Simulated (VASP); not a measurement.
Crystal: Ni.

```
CELL_PARAMETERS angstrom
0.00000 1.76855 1.76855
1.76855 0.00000 1.76855
1.76855 1.76855 0.00000
ATOMIC_POSITIONS crystal
Ni 0.00000 0.00000 0.00000
```

Base run:

* Program: VASP 6.6.1
* Functional: PBE
* Potentials or basis: VASP PAW PBE potentials, release 64 (Ni)
* Cutoff: 520 eV
* k mesh: 13 × 13 × 13
* Occupations: fermi-dirac, width 0.1 eV
* Spin: collinear spin, ferromagnetic start
* Starting moments: [2.0] μB
* Hubbard terms: Ni d U = 4.8 eV

Its results: pressure -8.5 GPa; net moment 0.80 μB per cell; site moments Ni +0.84 μB.

Problem. The run is repeated on the same cell with these changes: occupations from fermi-dirac, width 0.1 eV to fermi-dirac, width 0.01 eV; further incar settings from ALGO = Normal; EDIFF = 1e-06; NBANDS = 15 to ALGO = Normal; EDIFF = 1e-07; NBANDS = 15. What comes out?

Solution. Pressure -11.0 GPa; net moment 0.80 μB per cell; site moments Ni +0.85 μB.

Caveats: the U is typed as a test and isn't derived for this compound.
